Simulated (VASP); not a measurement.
CdSe, 4 atoms in the cell. Symmetry: P6_3mc, No. 186, hexagonal system. Conventional cell: a = 4.084 Å, b = 4.084 Å, c = 6.664 Å, α = 90.00°, β = 90.00°, γ = 120.00°. Cd (site symmetry 3m) has 4 Se at 2.50 Å within 3.3 Å. Within 3.3 Å of Se (site symmetry 3m) lie 4 Cd at 2.50 Å.  This cell differs from its parent crystal: strain -0.050 along x and y, -0.050 along z.

| Quantity | Value |
| --- | --- |
| Program | VASP 6.6.1 |
| Task | single point |
| Functional | PBE |
| Potentials or basis | VASP PAW PBE potentials, release 64 (Cd, Se) |
| Cutoff | 520 eV |
| k mesh | 6 × 6 × 4 |
| Occupations | gaussian, width 0.05 eV |
| Spin | no spin polarisation |
| Dipole correction | no |
| Further INCAR settings | ALGO = Normal; EDIFF = 1e-06; NBANDS = 26 |

Potentials or basis: VASP PAW PBE potentials, release 64 (Cd, Se).

Command:

```bash
$ cat potpaw_PBE.64/Cd/POTCAR potpaw_PBE.64/Se/POTCAR > POTCAR
$ mpirun -np 1 vasp_std > vasp.out
```

Hardware: 1 thread of Intel Xeon 8259CL, on a shared host.

Question: How long does it take, and how much memory?

Answer: Run time: 54 s on 1 thread of Intel Xeon 8259CL, with other jobs on the host, peak memory 0.22 GiB. Counts: scf iterations 13, k points 21.
